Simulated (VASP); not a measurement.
# Os (P6_3/mmc) in VASP: a series of runs, part 2 of 2

VASP 6.6.1. Earlier steps stand in the parts before.

## Step 3: Vibrations by perturbation theory, PBEsol

INCAR

```
ALGO = Normal
EDIFF = 1E-8
ENCUT = 520
GGA = PS
IBRION = 8
ISIF = 2
ISMEAR = -1
LASPH = True
LCHARG = False
LREAL = False
LWAVE = False
NELM = 60
NSW = 1
PREC = Accurate
SIGMA = 0.15
```

KPOINTS

```
k-points
0
Gamma
  18 18 10
```

POSCAR

```
Os
1.0
    2.7289174778      0.0000000000      0.0000000000
   -1.3644587389      2.3633118607      0.0000000000
    0.0000000000      0.0000000000      4.3114564544
Os
2
Direct
    0.3333333333      0.6666666667      0.2500000000
    0.6666666667      0.3333333333      0.7500000000
```

Potentials or basis: VASP PAW PBE potentials, release 64 (Os).

Launch:

```
$ cat potpaw_PBE.64/Os/POTCAR > POTCAR
$ mpirun -np 1 vasp_std > vasp.out
```

OUTCAR:

```text
EDIFF = 1E-8
   ENCUT = 520
   GGA = PS
   IBRION = 8
   ISIF = 2
   ISMEAR = -1
   LASPH = True
   LREAL = False
   NELM = 60
   NSW = 1
   PREC = Accurate

 ion  position               nearest neighbor table
   1  0.333  0.667  0.250-   2 2.67   2 2.67   2 2.67   2 2.67   2 2.67   2 2.67
   2  0.667  0.333  0.750-   1 2.67   1 2.67   1 2.67   1 2.67   1 2.67   1 2.67

  LATTYP: Found a hexagonal cell.
 ALAT       =     2.7289174778
 C/A-ratio  =     1.5799145593

  Lattice vectors:

 A1 = (   2.7289174778,   0.0000000000,   0.0000000000)
 A2 = (  -1.3644587389,   2.3633118607,   0.0000000000)
 A3 = (   0.0000000000,   0.0000000000,   4.3114564544)

Analysis of symmetry for initial positions (statically):
=====================================================================
 Subroutine PRICEL returns:
 Original cell was already a primitive cell.

 Routine SETGRP: Setting up the symmetry group for a
 hexagonal supercell.

 Subroutine GETGRP returns: Found 24 space group operations
 (whereof 12 operations were pure point group operations)
 out of a pool of 24 trial point group operations.

The static configuration has the point symmetry D_3d.
 The point group associated with its full space group is D_6h.

Analysis of symmetry for dynamics (positions and initial velocities):
=====================================================================
 Subroutine PRICEL returns:
 Original cell was already a primitive cell.

 Routine SETGRP: Setting up the symmetry group for a
 hexagonal supercell.

 Subroutine GETGRP returns: Found 24 space group operations
 (whereof 12 operations were pure point group operations)
 out of a pool of 24 trial point group operations.
[... 555 lines left out ...]

------------------------ aborting loop because EDIFF is reached ----------------------------------------

[... ionic steps 5 to 5 ...]

--------------------------------------- Ionic step        6  -------------------------------------------

 Free energy of the ion-electron system (eV)
  ---------------------------------------------------
  ---------------------------------------------------
  free energy    TOTEN  =        -0.23765894 eV

  energy without entropy =       -0.23765894

------------------------ aborting loop because EDIFF is reached ----------------------------------------

 INTERNAL STRAIN TENSOR  FOR ION    1  DIRECTION 3   (eV/Angst):
 -----------------------------------------------------------------------------
    -0.06077 -0.00000  0.00000
     0.00000 -0.06077 -0.00000
     0.00000  0.00000  0.12599

 INTERNAL STRAIN TENSOR FOR ION    2 for displacements in x,y,z  (eV/Angst):
          X           Y           Z          XY          YZ          ZX
  --------------------------------------------------------------------------------
  x     0.00000     0.00000     0.00000     2.45673     0.00000     0.00000
  y     2.45673    -2.45673     0.00000     0.00000     0.00000     0.00000
  z    -0.00000    -0.00000     0.00000    -0.00000     0.00000     0.00000

 SECOND DERIVATIVES (NOT SYMMETRIZED)
 ------------------------------------
               1X          1Y          1Z          2X          2Y          2Z
  1X    -9.788750    0.000000    0.000000    9.788750   -0.000000    0.000000
  1Y     0.000000   -9.788750    0.000000   -0.000000    9.788750    0.000000
  1Z    -0.000000    0.000000  -17.068033    0.000000   -0.000000   17.068033
  2X     9.788750   -0.000000    0.000000   -9.788750    0.000000    0.000000
  2Y    -0.000000    9.788750    0.000000    0.000000   -9.788750    0.000000
  2Z     0.000000   -0.000000   17.068033   -0.000000    0.000000  -17.068033

 Eigenvectors and eigenvalues of the dynamical matrix
 ----------------------------------------------------

   1 f  =    6.622961 THz    41.613292 2PiTHz  220.918201 cm-1    27.390354 meV
             X         Y         Z           dx          dy          dz
     -0.000000  1.575541  1.077864     0.000000   -0.000000    0.707107
      1.364459  0.787771  3.233592    -0.000000    0.000000   -0.707107
[... 11 lines left out ...]
   4 f  =    0.000000 THz     0.000000 2PiTHz    0.000001 cm-1     0.000000 meV
             X         Y         Z           dx          dy          dz
     -0.000000  1.575541  1.077864    -0.000000    0.000000   -0.707107
      1.364459  0.787771  3.233592     0.000000    0.000000   -0.707107

   5 f/i=    0.000000 THz     0.000000 2PiTHz    0.000002 cm-1     0.000000 meV
             X         Y         Z           dx          dy          dz
     -0.000000  1.575541  1.077864    -0.256079    0.659108    0.000000
      1.364459  0.787771  3.233592    -0.256079    0.659108    0.000000

   6 f/i=    0.000000 THz     0.000000 2PiTHz    0.000002 cm-1     0.000000 meV
             X         Y         Z           dx          dy          dz
     -0.000000  1.575541  1.077864     0.659108    0.256079    0.000000
      1.364459  0.787771  3.233592     0.659108    0.256079    0.000000

--------------------------------------------------------------------------------------------------------

 ELASTIC MODULI CONTR FROM IONIC RELAXATION (kBar)
 Direction    XX          YY          ZZ          XY          YZ          ZX
 --------------------------------------------------------------------------------
 XX         -35.5274     35.5274      0.0000     -0.0000      0.0000      0.0000
 YY          35.5274    -35.5274     -0.0000      0.0000      0.0000     -0.0000
 ZZ           0.0000     -0.0000     -0.0000      0.0000      0.0000     -0.0000
 XY          -0.0000      0.0000      0.0000    -35.5274      0.0000      0.0000
 YZ           0.0000      0.0000      0.0000      0.0000      0.0000      0.0000
 ZX           0.0000     -0.0000     -0.0000      0.0000      0.0000     -0.0000
 --------------------------------------------------------------------------------
```

OSZICAR:

```text
N       E                     dE             d eps       ncg     rms          rms(c)
DAV:   1     0.103910096216E+03    0.10391E+03   -0.76748E+03  5328   0.128E+03
DAV:   2    -0.186083168854E+02   -0.12252E+03   -0.11045E+03  5600   0.399E+02
DAV:   3    -0.258847108848E+02   -0.72764E+01   -0.67271E+01  6668   0.800E+01
DAV:   4    -0.260675683672E+02   -0.18286E+00   -0.18121E+00  5624   0.129E+01
[... 45 lines left out ...]
RMM:  10    -0.237658940278E+00   -0.24250E-07    0.13698E-08 11508   0.154E-04    0.508E-06
RMM:  11    -0.237658959281E+00   -0.19004E-07   -0.30213E-08 12799   0.443E-05    0.365E-06
RMM:  12    -0.237658942816E+00    0.16465E-07    0.29747E-09 11569   0.174E-05    0.768E-07
RMM:  13    -0.237658941280E+00    0.15359E-08   -0.57996E-10 10766   0.405E-06    0.309E-07
 Linear response finished
```

Run time: 8.1 min. Hardware: 1 thread of Oxide Virtual Turin-like, shared host; peak memory 0.67 GiB.

What came out:

| Item | Value |
| --- | --- |
| Highest phonon frequency at Γ | 221 cm⁻¹ |

Phonon frequencies in cm⁻¹ (negative: imaginary):
| q point | frequencies |
| --- | --- |
| (0.000, 0.000, 0.000) | 0 0 0 167 167 221 |

Caveat: spin-orbit coupling is left out, which moves the levels of the heavy elements.
